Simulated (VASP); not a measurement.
# Bi2Te3 (R3m) in VASP: single point with PBE

Aim: the single point of Bi2Te3 with PBE.

All numbers are computed with VASP 6.6.1; they aren't measurements. Logs are shortened: lines on timing, memory, paths and dates and some standing lists are left out, and cuts for length are marked.

## Step 1: The cell of the first run

The typed cell holds 5 atoms: a = 10.167 Å, b = 10.167 Å, c = 10.167 Å, α = 25.38°, β = 25.38°, γ = 25.38°.

## Step 2: Single point, PBE

The input, INCAR:

```
ALGO = Normal
EDIFF = 1E-6
ENCUT = 520
GGA = PE
ISIF = 2
ISMEAR = 0
LASPH = T
LCHARG = F
LREAL = F
LWAVE = F
NBANDS = 32
NELM = 100
PREC = Accurate
SIGMA = 0.1
```

The input, KPOINTS:

```
k-points
0
Gamma
  12 12 12
```

The input, POSCAR:

```
Bi2Te3
1.0
    2.2338214466      1.2896974136      9.8347355300
   -2.2338214466      1.2896974136      9.8347355300
    0.0000000000     -2.5793948271      9.8347355300
Bi Te
2 3
Direct
    0.8093118451      0.8093118451      0.8093118451
    0.4007192281      0.4007192281      0.4007192281
    0.6050125319      0.6050125319      0.6050125319
    0.2037602209      0.2037602209      0.2037602209
    0.0061961740      0.0061961740      0.0061961740
```

Potentials or basis: VASP PAW PBE potentials, release 64 (Bi_d, Te).

Started as:

```bash
$ cat potpaw_PBE.64/Bi_d/POTCAR potpaw_PBE.64/Te/POTCAR > POTCAR
$ mpirun -np 1 vasp_std > vasp.out
```

OUTCAR:

```text
EDIFF = 1E-6
   ENCUT = 520
   GGA = PE
   ISIF = 2
   ISMEAR = 0
   LASPH = T
   LREAL = F
   NELM = 100
   PREC = Accurate

 ion  position               nearest neighbor table
   1  0.809  0.809  0.809-   4 3.15   4 3.15   4 3.15   2 3.40   2 3.40   2 3.40
   2  0.401  0.401  0.401-   5 3.15   5 3.15   5 3.15   1 3.40   1 3.40   1 3.40
   3  0.605  0.605  0.605-   5 3.27   5 3.27   5 3.27   4 3.27   4 3.27   4 3.27
   4  0.204  0.204  0.204-   1 3.15   1 3.15   1 3.15   3 3.27   3 3.27   3 3.27
   5  0.006  0.006  0.006-   2 3.15   2 3.15   2 3.15   3 3.27   3 3.27   3 3.27

  LATTYP: Found a trigonal (rhomboedric) cell.
 ALAT       =    10.1673644874
 COS(alpha) =     0.9034593713

  Lattice vectors:

 A1 = (   2.2338214466,   1.2896974136,   9.8347355300)
 A2 = (  -2.2338214466,   1.2896974136,   9.8347355300)
 A3 = (   0.0000000000,  -2.5793948271,   9.8347355300)

Analysis of symmetry for initial positions (statically):
=====================================================================
 Subroutine PRICEL returns:
 Original cell was already a primitive cell.

 Routine SETGRP: Setting up the symmetry group for a
 trigonal (rhombohedral) supercell.

 Subroutine GETGRP returns: Found  6 space group operations
 (whereof  6 operations were pure point group operations)
 out of a pool of 12 trial point group operations.

The static configuration has the point symmetry C_3v.

Analysis of symmetry for dynamics (positions and initial velocities):
=====================================================================
 Subroutine PRICEL returns:
 Original cell was already a primitive cell.

 Routine SETGRP: Setting up the symmetry group for a
 trigonal (rhombohedral) supercell.

 Subroutine GETGRP returns: Found  6 space group operations
 (whereof  6 operations were pure point group operations)
 out of a pool of 12 trial point group operations.

The dynamic configuration has the point symmetry C_3v.

 Subroutine INISYM returns: Found  6 space group operations
 (whereof  6 operations are pure point group operations),
 and found     1 'primitive' translations

----------------------------------------------------------------------------------------

                                     Primitive cell

  volume of cell :     170.0005

  direct lattice vectors                    reciprocal lattice vectors
     2.233821447  1.289697414  9.834735530     0.223831677  0.129229279  0.033893472
    -2.233821447  1.289697414  9.834735530    -0.223831677  0.129229279  0.033893472
     0.000000000 -2.579394827  9.834735530     0.000000000 -0.258458558  0.033893472

[... 88 lines left out ...]
   NELM   =    100;   NELMIN=  2; NELMDL= -5     # of ELM steps
   EDIFF  = 0.1E-05   stopping-criterion for ELM
   LREAL  =      F    real-space projection
   EDIFFG = 0.1E-04   stopping-criterion for IOM
   NSW    =      0    number of steps for IOM
   IBRION =     -1    ionic relax: 0-MD 1-quasi-New 2-CG
   NFREE  =      0    steps in history (QN), initial steepest desc. (CG)
   ISIF   =      2    stress and relaxation
   ISYM   =      2    0-nonsym 1-usesym 2-fastsym
   POTIM  = 0.5000    time-step for ionic-motion
   TEBEG  =    0.0;   TEEND  =   0.0 temperature during run
   PSTRESS=    0.0 pullay stress
   NELECT =      48.0000    total number of electrons
   NUPDOWN=      -1.0000    fix difference up-down
   EMIN   =  10.00;   EMAX   =-10.00  energy-range for DOS
   EFERMI =   0.00;   METHOD = LEGACY
   ISMEAR =     0;   SIGMA  =   0.10  broadening in eV -4-tet -1-fermi 0-gaus
   EFERMI_NEDOS =   21; number of points for ismear=-14 and -15
   IALGO  =     38    algorithm
   IMIX   =      4    mixing-type and parameters
     AMIX     =   0.40;   BMIX     =  1.00
     AMIX_MAG =   1.60;   BMIX_MAG =  1.00
  volume/ion in A,a.u.               =      34.00       229.44
  Fermi-wavevector in a.u.,A,eV,Ry     =   1.074002  2.029570 15.694058  1.153481
  Thomas-Fermi vector in A             =   2.209818
   LORBIT       =      0    0 simple, 1 ext, 2 COOP (PROOUT), +10 PAW based schemes
   GGA     = PE    functional components
   LHFCALC =     F    Hartree Fock is set to
   AEXX    =    0.0000 exact exchange contribution
   IVDW    =     0    specifies the selected vdW correction
   LEPSILON=     F    determine dielectric tensor
   LRPA    =     F    only Hartree local field effects (RPA)
 non-spin polarized calculation
 Gauss-broadening in eV      SIGMA  =   0.10
  energy-cutoff  :      520.00
  volume of cell :      170.00
 maximum number of plane-waves:      4604
 NGX is ok and might be reduce to    80
   NGX = 37   NGY = 37   NGZ = 37

 number of electron      48.0000004 magnetization

 Free energy of the ion-electron system (eV)
  ---------------------------------------------------
  ext. energy  EPLUGINS =         0.00000000
  ---------------------------------------------------
  free energy    TOTEN  =       -17.14413208 eV

  energy without entropy =      -17.13577137  energy(sigma->0) =      -17.13995172

 E-fermi :   6.2940     XC(G=0):  -9.3590

 val. band max:        6.2933324383   @ k =  -0.0833   0.0833   0.0000
 cond. band min:       6.2989538173   @ k =  -0.4167   0.4167   0.4167
 fundamental gap:      0.0056213790
 Fermi energy:         6.2939593374

 k-point     1 :       0.0000    0.0000    0.0000
  band No.  band energies     occupation
      1     -16.6751      2.00000
      2     -16.6751      2.00000
      3     -16.6227      2.00000
      4     -16.6227      2.00000
      5     -16.6224      2.00000
      6     -16.5725      2.00000
[... 829 lines left out ...]
     31      10.1935      0.00000
     32      10.6745      0.00000

 [... further k-points ...]
[... 5 lines left out ...]
  --------------------------------------------------------------------------------------
  -------------------------------------------------------------------------------------
  Total        0.0229057      0.0229057      0.0210063      0.0000000      0.0000000      0.0000000
  in kB        0.2158759      0.2158759      0.1979752      0.0000000      0.0000000      0.0000000
  external PRESSURE =       0.2099090 kB  Pullay stress =       0.0000000 kB

 VOLUME and BASIS-vectors are now :
 -----------------------------------------------------------------------------
  energy-cutoff  :      520.00
  volume of cell :      170.00
      direct lattice vectors                 reciprocal lattice vectors
     2.233821447  1.289697414  9.834735530     0.223831677  0.129229279  0.033893472
    -2.233821447  1.289697414  9.834735530    -0.223831677  0.129229279  0.033893472
     0.000000000 -2.579394827  9.834735530     0.000000000 -0.258458558  0.033893472

 POSITION                                       TOTAL-FORCE (eV/Angst)
 -----------------------------------------------------------------------------------
      0.00000      0.00000     23.87810         0.000000     -0.000000     -0.007397
      0.00000      0.00000     11.82290         0.000000      0.000000      0.000381
      0.00000      0.00000     17.85041         0.000000     -0.000000     -0.000549
      0.00000      0.00000      6.01178         0.000000      0.000000      0.004639
      0.00000      0.00000      0.18281         0.000000      0.000000      0.002926
 -----------------------------------------------------------------------------------
    total drift:                               -0.000000      0.000000      0.000423

  FREE ENERGIE OF THE ION-ELECTRON SYSTEM (eV)
  ---------------------------------------------------
  free  energy   TOTEN  =       -17.1441320752 eV

  energy  without entropy=      -17.1357713703  energy(sigma->0) =      -17.13995172
```

OSZICAR:

```text
N       E                     dE             d eps       ncg     rms          rms(c)
DAV:   1     0.432795336610E+03    0.43280E+03   -0.21675E+04 12096   0.145E+03
DAV:   2     0.281275422227E+02   -0.40467E+03   -0.38916E+03 12592   0.377E+02
DAV:   3    -0.152499381958E+02   -0.43377E+02   -0.41544E+02 15416   0.136E+02
DAV:   4    -0.170816615352E+02   -0.18317E+01   -0.18198E+01 13320   0.302E+01
DAV:   5    -0.171685649051E+02   -0.86903E-01   -0.86892E-01 17752   0.649E+00    0.120E+01
DAV:   6    -0.171419447930E+02    0.26620E-01   -0.63939E-02 15296   0.258E+00    0.723E+00
DAV:   7    -0.171730697369E+02   -0.31125E-01   -0.56577E-02 14136   0.199E+00    0.174E+00
DAV:   8    -0.171429329097E+02    0.30137E-01   -0.17158E-02 12928   0.135E+00    0.290E-01
DAV:   9    -0.171441146262E+02   -0.11817E-02   -0.12687E-02 15696   0.477E-01    0.423E-01
DAV:  10    -0.171442034074E+02   -0.88781E-04   -0.42196E-04 15872   0.129E-01    0.558E-01
DAV:  11    -0.171441232413E+02    0.80166E-04   -0.81988E-04 14352   0.247E-01    0.148E-01
DAV:  12    -0.171441281843E+02   -0.49431E-05   -0.11571E-04 14272   0.549E-02    0.633E-02
DAV:  13    -0.171441302355E+02   -0.20511E-05   -0.89635E-06 13240   0.228E-02    0.421E-02
DAV:  14    -0.171441315970E+02   -0.13615E-05   -0.25739E-06 11760   0.996E-03    0.381E-02
DAV:  15    -0.171441320752E+02   -0.47825E-06   -0.14726E-06 10048   0.653E-03
   1 F= -.17144132E+02 E0= -.17139952E+02  d E =-.836070E-02
```

stdout:

```text
POSCAR found type information on POSCAR BiTe
 POSCAR found :  2 types and       5 ions
 scaLAPACK will be used
 LDA part: xc-table for (Slater+PW92), standard interpolation
 POSCAR, INCAR and KPOINTS ok, starting setup
 FFT: planning ... GRIDC
 FFT: planning ... GRID_SOFT
 FFT: planning ... GRID
 WAVECAR not read
 entering main loop
```

Run time: 56 min. Hardware: 1 thread of AMD EPYC 9R45 (Zen 5), shared host; peak memory 1.4 GiB.

What came out:

```
Free energy            : -17.1441 eV
Pressure               : 0.0 GPa
Largest force          : 0.007 eV/Å
Band gap on the k mesh : zero (bands 24 and 25 overlap by 0.12 eV)
```

Forces on the atoms (eV/Å):
```
Bi   0.000  0.000 -0.007
Bi   0.000  0.000  0.000
Te   0.000  0.000 -0.001
Te   0.000  0.000  0.005
Te   0.000  0.000  0.003
```

Levels at points of the mesh, in eV from the Fermi level:
```csv
k point,band 22,band 23,band 24,band 25,band 26,band 27
"(0.00, 0.00, 0.00)",-0.56,-0.56,-0.50,-0.05,0.11,0.11
"(0.50, 0.00, 0.00)",-2.38,-0.40,-0.14,-0.07,0.21,2.46
"(0.50, 0.50, 0.00)",-1.81,-1.45,-0.24,0.13,1.64,1.66
"(0.50, 0.50, 0.50)",-1.25,-0.90,-0.90,0.73,0.82,0.82
```

Caveat: spin-orbit coupling is left out, which moves the levels of the heavy elements.
